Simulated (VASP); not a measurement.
# Te2Mo (P6_3/mmc) in VASP: further runs

The runs below take Te2Mo through single point, with r2SCAN.

Program: VASP 6.6.1. These are calculated values, not measurements. Logs are shortened: lines on timing, memory, paths and dates and some standing lists are left out, and cuts for length are marked.

## 1. The cell of the first run

It takes space group P6_3/mmc (No. 194, hexagonal). Conventional cell: a = 3.427 Å, b = 3.427 Å, c = 13.195 Å, α = 90.00°, β = 90.00°, γ = 120.00°. Within 3.7 Å of Te (site symmetry 3m) lie 3 Mo at 2.68 Å and 10 Te at 3.43 to 3.61 Å. Mo (site symmetry -6m2) has 6 Te at 2.68 Å and 6 Mo at 3.43 Å within 3.5 Å.

## 2. Single point, r2SCAN

Contents of POSCAR:

```
Te2Mo
1.0
    3.4274319774      0.0000000000      0.0000000000
   -1.7137159887      2.9682431621      0.0000000000
    0.0000000000      0.0000000000     13.1945823107
Te Mo
4 2
Direct
    0.6666666667      0.3333333333      0.3868750645
    0.3333333333      0.6666666667      0.8868750645
    0.6666666667      0.3333333333      0.1131249355
    0.3333333333      0.6666666667      0.6131249355
    0.6666666667      0.3333333333      0.7500000000
    0.3333333333      0.6666666667      0.2500000000
```

Contents of INCAR.step1:

```
SYSTEM = Te2Mo
PREC = Accurate
ENCUT = 520
ISMEAR = -1
SIGMA = 0.05
LREAL = .FALSE.
LASPH = .TRUE.
NELM = 80
NBANDS = 35
GGA = PE
ALGO = Normal
EDIFF = 1E-4
LWAVE = .TRUE.
LCHARG = .FALSE.
```

Contents of INCAR.step2:

```
SYSTEM = Te2Mo
PREC = Accurate
ENCUT = 520
EDIFF = 1E-7
ISMEAR = -1
SIGMA = 0.05
LREAL = .FALSE.
LASPH = .TRUE.
NELM = 80
ALGO = Normal
ISIF = 2
LWAVE = .FALSE.
LCHARG = .TRUE.
METAGGA = R2SCAN
LMIXTAU = .TRUE.
LELF = .TRUE.
LVHAR = .TRUE.
NBANDS = 35
ISTART = 1
```

Contents of KPOINTS:

```
regular mesh
0
G
  9 9 2
  0 0 0
```

Potentials or basis: VASP PAW PBE potentials, release 64 (Te, Mo_sv).

Run with:

```sh
$ cat potpaw_PBE.64/Te/POTCAR potpaw_PBE.64/Mo_sv/POTCAR > POTCAR
$ cp INCAR.step1 INCAR
$ mpirun -np 1 vasp_std > vasp.out
$ cp INCAR.step2 INCAR
$ mpirun -np 1 vasp_std > vasp.out
```

OUTCAR:

```text
SYSTEM = Te2Mo
   PREC = Accurate
   ENCUT = 520
   EDIFF = 1E-7
   ISMEAR = -1
   LREAL = .FALSE.
   LASPH = .TRUE.
   NELM = 80
   ISIF = 2
   METAGGA = R2SCAN
   ISTART = 1

 ion  position               nearest neighbor table
   1  0.667  0.333  0.387-   6 2.68   6 2.68   6 2.68   4 3.58   4 3.58   4 3.58   3 3.61
   2  0.333  0.667  0.887-   5 2.68   5 2.68   5 2.68   3 3.58   3 3.58   3 3.58   4 3.61
   3  0.667  0.333  0.113-   6 2.68   6 2.68   6 2.68   2 3.58   2 3.58   2 3.58   1 3.61
   4  0.333  0.667  0.613-   5 2.68   5 2.68   5 2.68   1 3.58   1 3.58   1 3.58   2 3.61
   5  0.667  0.333  0.750-   2 2.68   4 2.68   2 2.68   4 2.68   2 2.68   4 2.68
   6  0.333  0.667  0.250-   1 2.68   3 2.68   1 2.68   3 2.68   1 2.68   3 2.68

  LATTYP: Found a hexagonal cell.
 ALAT       =     3.4274319774
 C/A-ratio  =     3.8496992494

  Lattice vectors:

 A1 = (   3.4274319774,   0.0000000000,   0.0000000000)
 A2 = (  -1.7137159887,   2.9682431621,   0.0000000000)
 A3 = (   0.0000000000,   0.0000000000,  13.1945823107)

Analysis of symmetry for initial positions (statically):
=====================================================================
 Subroutine PRICEL returns:
 Original cell was already a primitive cell.

 Routine SETGRP: Setting up the symmetry group for a
 hexagonal supercell.

 Subroutine GETGRP returns: Found 24 space group operations
 (whereof 12 operations were pure point group operations)
 out of a pool of 24 trial point group operations.

The static configuration has the point symmetry D_3d.
 The point group associated with its full space group is D_6h.

Analysis of symmetry for dynamics (positions and initial velocities):
=====================================================================
 Subroutine PRICEL returns:
 Original cell was already a primitive cell.

 Routine SETGRP: Setting up the symmetry group for a
 hexagonal supercell.

 Subroutine GETGRP returns: Found 24 space group operations
 (whereof 12 operations were pure point group operations)
 out of a pool of 24 trial point group operations.

The dynamic configuration has the point symmetry D_3d.
 The point group associated with its full space group is D_6h.

 Subroutine INISYM returns: Found 24 space group operations
 (whereof 12 operations are pure point group operations),
 and found     1 'primitive' translations

----------------------------------------------------------------------------------------

                                     Primitive cell

  volume of cell :     134.2344

  direct lattice vectors                    reciprocal lattice vectors
     3.427431977  0.000000000  0.000000000     0.291763631  0.168449811  0.000000000
    -1.713715989  2.968243162  0.000000000     0.000000000  0.336899622  0.000000000
     0.000000000  0.000000000 13.194582311     0.000000000  0.000000000  0.075788682

  length of vectors
     3.427431977  3.427431977 13.194582311     0.336899622  0.336899622  0.075788682

  position of ions in fractional coordinates (direct lattice)
     0.666666667  0.333333333  0.386875065
     0.333333333  0.666666667  0.886875065
     0.666666667  0.333333333  0.113124935
     0.333333333  0.666666667  0.613124935
     0.666666667  0.333333333  0.750000000
     0.333333333  0.666666667  0.250000000

  ion indices of the primitive-cell ions
   primitive index   ion index
                 1           1
                 2           2
                 3           3
                 4           4
                 5           5
                 6           6

----------------------------------------------------------------------------------------

 KPOINTS: regular mesh

Automatic generation of k-mesh.
 Grid dimensions read from file:
 generate k-points for:    9    9    2

 Generating k-lattice:

  Cartesian coordinates                     Fractional coordinates (reciprocal lattice)
     0.032418181  0.018716646  0.000000000     0.111111111  0.000000000  0.000000000
     0.000000000  0.037433291  0.000000000     0.000000000  0.111111111  0.000000000
     0.000000000  0.000000000  0.037894341     0.000000000  0.000000000  0.500000000

  Length of vectors
     0.037433291  0.037433291  0.037894341

  Shift w.r.t. Gamma in fractional coordinates (k-lattice)
     0.000000000  0.000000000  0.000000000

 Subroutine IBZKPT returns following result:
 ===========================================

 Found     24 irreducible k-points:

 Following reciprocal coordinates:
            Coordinates               Weight
  0.000000  0.000000  0.000000      1.000000
  0.111111 -0.000000  0.000000      6.000000
  0.222222  0.000000  0.000000      6.000000
  0.333333 -0.000000  0.000000      6.000000
  0.444444  0.000000  0.000000      6.000000
  0.111111  0.111111  0.000000      6.000000
[... 16 lines left out ...]
  0.333333  0.222222  0.500000     12.000000
  0.333333  0.333333  0.500000      2.000000
[... 33 lines left out ...]
   ISMEAR =    -1;   SIGMA  =   0.05  broadening in eV -4-tet -1-fermi 0-gaus
   EFERMI_NEDOS =   21; number of points for ismear=-14 and -15
   IALGO  =     38    algorithm
   IMIX   =      4    mixing-type and parameters
     AMIX     =   0.40;   BMIX     =  1.00
     AMIX_MAG =   1.60;   BMIX_MAG =  1.00
  volume/ion in A,a.u.               =      22.37       150.98
  Fermi-wavevector in a.u.,A,eV,Ry     =   1.193405  2.255209 19.377637  1.424216
  Thomas-Fermi vector in A             =   2.329420
   LORBIT       =      0    0 simple, 1 ext, 2 COOP (PROOUT), +10 PAW based schemes
   METAGGA = R2SCAN    functional components
   LHFCALC =     F    Hartree Fock is set to
   AEXX    =    0.0000 exact exchange contribution
   IVDW    =     0    specifies the selected vdW correction
   LEPSILON=     F    determine dielectric tensor
   LRPA    =     F    only Hartree local field effects (RPA)
 non-spin polarized calculation
  energy-cutoff  :      520.00
  volume of cell :      134.23
 maximum number of plane-waves:      3653
 NGX is ok and might be reduce to    28
   NGX = 13   NGY = 13   NGZ = 49

 number of electron      52.0000002 magnetization

 Free energy of the ion-electron system (eV)
  ---------------------------------------------------
  ext. energy  EPLUGINS =         0.00000000
  ---------------------------------------------------
  free energy    TOTEN  =      -155.02849204 eV

  energy without entropy =     -155.02820165  energy(sigma->0) =     -155.02834684

 E-fermi :  10.1023     XC(G=0): -11.6965

 val. band max:        9.8282206721   @ k =   0.1111  -0.0000   0.0000
 cond. band min:      10.3670171262   @ k =   0.2222   0.2222   0.0000
 fundamental gap:      0.5387964541
 Fermi energy:        10.1023012229

 k-point     1 :       0.0000    0.0000    0.0000
  band No.  band energies     occupation
      1     -53.0962      2.00000
      2     -53.0962      2.00000
      3     -26.6009      2.00000
      4     -26.6009      2.00000
      5     -26.4074      2.00000
      6     -26.4074      2.00000
[... 27 lines left out ...]
     34      13.5423      0.00000
     35      16.5842      0.00000

 k-point     2 :       0.1111   -0.0000    0.0000
  band No.  band energies     occupation
      1     -53.0943      2.00000
      2     -53.0943      2.00000
      3     -26.5957      2.00000
      4     -26.5956      2.00000
      5     -26.4302      2.00000
      6     -26.4302      2.00000
[... 27 lines left out ...]
     34      13.3342      0.00000
     35      17.0678      0.00000

 k-point     3 :       0.2222    0.0000    0.0000
  band No.  band energies     occupation
      1     -53.0894      2.00000
      2     -53.0894      2.00000
      3     -26.5825      2.00000
      4     -26.5824      2.00000
      5     -26.4873      2.00000
      6     -26.4873      2.00000
[... 27 lines left out ...]
     34      13.7205      0.00000
     35      16.4410      0.00000
[... 723 lines left out ...]
 k-point    23 :       0.3333    0.2222    0.5000
  band No.  band energies     occupation
      1     -53.0787      2.00000
      2     -53.0787      2.00000
      3     -26.5705      2.00000
      4     -26.5705      2.00000
      5     -26.5532      2.00000
      6     -26.5532      2.00000
[... 27 lines left out ...]
     34      13.7011      0.00000
     35      15.2932      0.00000

 k-point    24 :       0.3333    0.3333    0.5000
  band No.  band energies     occupation
      1     -53.0778      2.00000
      2     -53.0778      2.00000
      3     -26.5526      2.00000
      4     -26.5526      2.00000
      5     -26.5505      2.00000
      6     -26.5505      2.00000
[... 27 lines left out ...]
     34      13.6893      0.00000
     35      15.0773      0.00000

------------------------ aborting loop because EDIFF is reached ----------------------------------------

  FORCE on cell =-STRESS in cart. coord.  units (eV):
  Direction    XX          YY          ZZ          XY          YZ          ZX
  --------------------------------------------------------------------------------------
  -------------------------------------------------------------------------------------
  Total        8.4613312      8.4613312      8.5306055      0.0000000      0.0000000      0.0000000
  in kB      100.9916129    100.9916129    101.8184479      0.0000000      0.0000000      0.0000000
  external PRESSURE =     101.2672246 kB  Pullay stress =       0.0000000 kB

 VOLUME and BASIS-vectors are now :
 -----------------------------------------------------------------------------
  energy-cutoff  :      520.00
  volume of cell :      134.23
      direct lattice vectors                 reciprocal lattice vectors
     3.427431977  0.000000000  0.000000000     0.291763631  0.168449811  0.000000000
    -1.713715989  2.968243162  0.000000000     0.000000000  0.336899622  0.000000000
     0.000000000  0.000000000 13.194582311     0.000000000  0.000000000  0.075788682

 POSITION                                       TOTAL-FORCE (eV/Angst)
 -----------------------------------------------------------------------------------
      1.71372      0.98941      5.10465        -0.000000     -0.000000      0.029145
     -0.00000      1.97883     11.70195        -0.000000     -0.000000      0.029145
      1.71372      0.98941      1.49264        -0.000000     -0.000000     -0.029145
     -0.00000      1.97883      8.08993        -0.000000     -0.000000     -0.029145
      1.71372      0.98941      9.89594         0.000000      0.000000     -0.000000
     -0.00000      1.97883      3.29865         0.000000     -0.000000     -0.000000
 -----------------------------------------------------------------------------------
    total drift:                               -0.000000      0.000000     -0.000000

  FREE ENERGIE OF THE ION-ELECTRON SYSTEM (eV)
  ---------------------------------------------------
  free  energy   TOTEN  =      -155.0284920390 eV

  energy  without entropy=     -155.0282016490  energy(sigma->0) =     -155.02834684
```

Run time: 6.8 min. Hardware: 1 thread of AMD EPYC 9R45 (Zen 5), shared host; peak memory 0.31 GiB.

What came out:

```yaml
Free_energy: -155.0285 eV
Pressure: 10.1 GPa
Largest_force: 0.029 eV/Å
Band_gap_on_the_k_mesh: 0.54 eV (least direct gap 0.91 eV)
```

Forces in eV/Å, atoms in the order of the input:
```
Te   0.000  0.000  0.029
Te   0.000  0.000  0.029
Te   0.000  0.000 -0.029
Te   0.000  0.000 -0.029
Mo   0.000  0.000  0.000
Mo   0.000  0.000  0.000
```

Stress tensor (GPa, compression positive):
```
10.10  0.00  0.00
 0.00 10.10  0.00
 0.00  0.00 10.18
```

Caveat: the cell stands under pressure; semilocal functionals underestimate gaps, and a narrow one can read as zero; the PAW data sets were made with another functional, which shifts forces and pressure a little; spin-orbit coupling is left out, which moves the levels of the heavy elements. r2SCAN opens gaps a little over a GGA but as a rule still falls short of measured ones.

## 3. Single point, r2SCAN

This run uses another cell than the first one, of 23.84 Å³/atom.

Contents of POSCAR:

```
Te2Mo
1.0
    3.4877902976      0.0000000000      0.0000000000
   -1.7438951488      3.0205150008      0.0000000000
    0.0000000000      0.0000000000     13.5754381503
Te Mo
4 2
Direct
    0.6666666667      0.3333333333      0.3825224688
    0.3333333333      0.6666666667      0.8825224688
    0.6666666667      0.3333333333      0.1174775312
    0.3333333333      0.6666666667      0.6174775312
    0.6666666667      0.3333333333      0.7500000000
    0.3333333333      0.6666666667      0.2500000000
```

Contents of INCAR.step1:

```
ALGO = Normal ; EDIFF = 1E-4
ENCUT = 520 ; GGA = PE
ISMEAR = -1 ; LASPH = T
LCHARG = F ; LREAL = F
LWAVE = T ; NBANDS = 35
NELM = 100 ; PREC = Accurate
SIGMA = 0.05
```

Contents of INCAR.step2:

```
ALGO = Normal ; EDIFF = 1E-6
ENCUT = 520 ; ISIF = 2
ISMEAR = -1 ; ISTART = 1
LASPH = T ; LCHARG = T
LELF = T ; LMIXTAU = T
LREAL = F ; LVHAR = T
LWAVE = F ; METAGGA = R2SCAN
NBANDS = 35 ; NELM = 100
PREC = Accurate ; SIGMA = 0.05
```

Contents of KPOINTS:

```
k-points
0
Gamma
  9 9 2
```

Potentials or basis: VASP PAW PBE potentials, release 64 (Te, Mo_sv).

Run with:

```sh
$ cat potpaw_PBE.64/Te/POTCAR potpaw_PBE.64/Mo_sv/POTCAR > POTCAR
$ cp INCAR.step1 INCAR
$ mpirun -np 1 vasp_std > vasp.out
$ cp INCAR.step2 INCAR
$ mpirun -np 1 vasp_std > vasp.out
```

Run time: 5 min. Hardware: 1 thread of AMD EPYC 9R45 (Zen 5), shared host; peak memory 0.33 GiB.

It converged, with:

| Item | Value |
| --- | --- |
| Free energy | -155.4319 eV |
| Pressure | 5.1 GPa |
| Largest force | 0.029 eV/Å |
| Band gap on the k mesh | 0.73 eV (least direct gap 1.16 eV) |

Forces on the atoms (eV/Å):
```
Te   0.000  0.000  0.029
Te   0.000  0.000  0.029
Te   0.000  0.000 -0.029
Te   0.000  0.000 -0.029
Mo   0.000  0.000  0.000
Mo   0.000  0.000  0.000
```

Stress tensor (GPa, compression positive):
```
5.10 0.00 0.00
0.00 5.10 0.00
0.00 0.00 5.19
```

Levels at points of the mesh, in eV from the valence-band top:
| k point | band 23 | band 24 | band 25 | band 26 | band 27 | band 28 | band 29 | band 30 |
| --- | --- | --- | --- | --- | --- | --- | --- | --- |
| (0.00, 0.00, 0.00) | -1.21 | -1.21 | -0.23 | 0.00 | 2.96 | 2.96 | 3.16 | 3.16 |
| (0.00, 0.00, 0.50) | -1.24 | -1.24 | -0.06 | -0.06 | 3.01 | 3.01 | 3.01 | 3.01 |

Caveat: the cell stands under pressure; semilocal functionals underestimate gaps, and a narrow one can read as zero; the PAW data sets were made with another functional, which shifts forces and pressure a little; spin-orbit coupling is left out, which moves the levels of the heavy elements.

## 4. Single point, r2SCAN

This run uses another cell than the first one, of 25.22 Å³/atom.

Contents of POSCAR:

```
Te2Mo
1.0
    3.5308065604      0.0000000000      0.0000000000
   -1.7654032802      3.0577681772      0.0000000000
    0.0000000000      0.0000000000     14.0171099929
Te Mo
4 2
Direct
    0.6666666667      0.3333333333      0.3779741277
    0.3333333333      0.6666666667      0.8779741277
    0.6666666667      0.3333333333      0.1220258723
    0.3333333333      0.6666666667      0.6220258723
    0.6666666667      0.3333333333      0.7500000000
    0.3333333333      0.6666666667      0.2500000000
```

Contents of INCAR.step1:

```
PREC     = Accurate       # precision mode
ENCUT    = 520            # plane-wave cutoff, eV
ISMEAR   = -1             # smearing method
SIGMA    = 0.05           # smearing width, eV
LREAL    = F              # projectors in reciprocal space
LASPH    = T              # aspherical terms in the spheres
NELM     = 60             # most SCF steps
NBANDS   = 35             # bands
GGA      = PE             # functional
ALGO     = Normal         # electronic algorithm
EDIFF    = 1E-4           # SCF threshold, eV
LWAVE    = T              # write WAVECAR
LCHARG   = F              # write CHGCAR
```

Contents of INCAR.step2:

```
PREC     = Accurate       # precision mode
ENCUT    = 520            # plane-wave cutoff, eV
EDIFF    = 1E-6           # SCF threshold, eV
ISMEAR   = -1             # smearing method
SIGMA    = 0.05           # smearing width, eV
LREAL    = F              # projectors in reciprocal space
LASPH    = T              # aspherical terms in the spheres
NELM     = 60             # most SCF steps
ALGO     = Normal         # electronic algorithm
ISIF     = 2              # what is computed and relaxed
LWAVE    = F              # write WAVECAR
LCHARG   = T              # write CHGCAR
METAGGA  = R2SCAN         # meta-GGA
LMIXTAU  = T            
LELF     = T              # ELF
LVHAR    = T            
NBANDS   = 35             # bands
ISTART   = 1
```

Contents of KPOINTS:

```
regular mesh
0
Gamma
  9 9 2
```

Run with:

```sh
$ cat potpaw_PBE.64/Te/POTCAR potpaw_PBE.64/Mo_sv/POTCAR > POTCAR
$ cp INCAR.step1 INCAR
$ mpirun -np 1 vasp_std > vasp.out
$ cp INCAR.step2 INCAR
$ mpirun -np 1 vasp_std > vasp.out
```

Run time: 5.1 min. Hardware: 1 thread of AMD EPYC 9R45 (Zen 5), shared host; peak memory 0.33 GiB.

It converged, with:

```
Free energy            : -155.6084 eV
Pressure               : 2.1 GPa
Largest force          : 0.028 eV/Å
Band gap on the k mesh : 0.90 eV (least direct gap 1.10 eV)
```

Forces on the atoms (eV/Å):
```
Te   0.000  0.000  0.028
Te   0.000  0.000  0.028
Te   0.000  0.000 -0.028
Te   0.000  0.000 -0.028
Mo   0.000  0.000  0.000
Mo   0.000  0.000  0.000
```

Stress tensor (GPa, compression positive):
```
2.08 0.00 0.00
0.00 2.08 0.00
0.00 0.00 2.18
```

Levels at points of the mesh, in eV from the valence-band top:
```
           k point  band 23  band 24  band 25  band 26  band 27  band 28  band 29  band 30
(0.00, 0.00, 0.00)    -1.17    -1.04    -0.44     0.00     2.97     2.97     3.10     3.10
(0.00, 0.00, 0.50)    -1.19    -1.19    -0.11    -0.11     3.01     3.01     3.01     3.01
```

Caveat: the PAW data sets were made with another functional, which shifts forces and pressure a little; spin-orbit coupling is left out, which moves the levels of the heavy elements. A k mesh can miss the band edges.

## 5. Summary

```csv
cell,gap on the mesh (eV),pressure (GPa),largest force (eV/Å)
"a = 3.427, b = 3.427, c = 13.195 Å, angles 90.0, 90.0, 120.0°, 6 atoms, atomic positions A",0.54,10.1,0.03
"a = 3.488, b = 3.488, c = 13.575 Å, angles 90.0, 90.0, 120.0°, 6 atoms, atomic positions B",0.73,5.1,0.03
"a = 3.531, b = 3.531, c = 14.017 Å, angles 90.0, 90.0, 120.0°, 6 atoms, atomic positions C",0.90,2.1,0.03
```

Alike in all rows: task single point; level r2SCAN; potentials or basis VASP PAW PBE potentials, release 64 (Te, Mo_sv); no spin polarisation; k mesh 9 × 9 × 2; cutoff (eV) 520; smearing fermi-dirac 0.05 eV.

Caveats: the PAW data sets were made with another functional, which shifts forces and pressure a little; spin-orbit coupling is left out, which moves the levels of the heavy elements; the cell stands under pressure (at least some runs); semilocal functionals underestimate gaps, and a narrow one can read as zero (at least some runs).

Absolute energies hang on the potentials; compare differences alone.
